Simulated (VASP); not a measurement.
# Ag: single point with PBE exchange alone

Ag:

```
Ag
1.0
     0.00000    2.08281    2.08281
     2.08281    0.00000    2.08281
     2.08281    2.08281    0.00000
Ag
1
Direct
  0.00000 0.00000 0.00000
```

| Item | Value |
| --- | --- |
| Program | VASP 6.6.1 |
| Task | single point |
| Functional | PBE exchange alone |
| Potentials or basis | VASP PAW PBE potentials, release 64 (Ag) |
| Cutoff | 520 eV |
| k mesh | 11 × 11 × 11 |
| Occupations | fermi-dirac, width 0.05 eV |
| Spin | no spin polarisation |
| Dipole correction | no |
| Further INCAR settings | ALGO = Fast; EDIFF = 1e-06; NBANDS = 12 |

```
Pressure : 15.4 GPa
```

Levels at points of the mesh, in eV from the Fermi level:
```tsv
k point	band 2	band 3	band 4	band 5	band 6	band 7	band 8	band 9	band 10	band 11
(0.00, 0.00, 0.00)	-4.97	-4.97	-4.97	-4.04	-4.04	15.79	18.80	18.80	18.80	23.95
```

Wall time 6.7 s on 1 thread of Intel(R) Xeon(R) Platinum 8488C (Sapphire Rapids), with other jobs on the host, peak memory 0.14 GiB.
